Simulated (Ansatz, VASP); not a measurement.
**Si2W: VASP beside Ansatz**

```
Si W
1.0
     3.20250   -3.20250    0.00000
    -3.20250   -3.20250    0.00000
     0.00000    0.00000   -7.81573
Si W
8 4
Direct
  0.00000 0.50000 0.16550
  0.50000 0.50000 0.66550
  0.50000 0.00000 0.16550
  0.00000 0.00000 0.66550
  0.00000 0.00000 0.33450
  0.50000 0.00000 0.83450
  0.50000 0.50000 0.33450
  0.00000 0.50000 0.83450
  0.00000 0.00000 0.00000
  0.50000 0.00000 0.50000
  0.50000 0.50000 0.00000
  0.00000 0.50000 0.50000
```

Alike in both runs: task relaxation of cell and atoms; functional PBEsol; k mesh 8 × 8 × 4; occupations gaussian, width 0.1 eV; no spin polarisation.

```csv
,VASP,Ansatz
version,VASP 6.6.1,Ansatz 0.2.0
potentials or method,"VASP PAW PBE potentials, release 64 (Si, W_sv), cutoff 600 eV","scalar-relativistic, plane waves, PAW"
valence electrons in the cell,88,88
```

Ansatz gave:

- gap on the k mesh at the Fermi level, each at its own relaxed structure (eV): none
- relaxed volume (Å³/atom): 13.36
- relaxed length of the cell vector where the two differ most in proportion (Å): 7.816

Problem. What did VASP give for the same quantities?

Solution. gap on the k mesh at the Fermi level, each at its own relaxed structure (eV): none; relaxed volume (Å³/atom): 13.38; relaxed length of the cell vector where the two differ most in proportion (Å): 7.820.

VASP's potentials were made for PBE, not for PBEsol. A gap of «none» marks a metal or a gap that the smearing closes.

Spin-orbit coupling is off throughout.
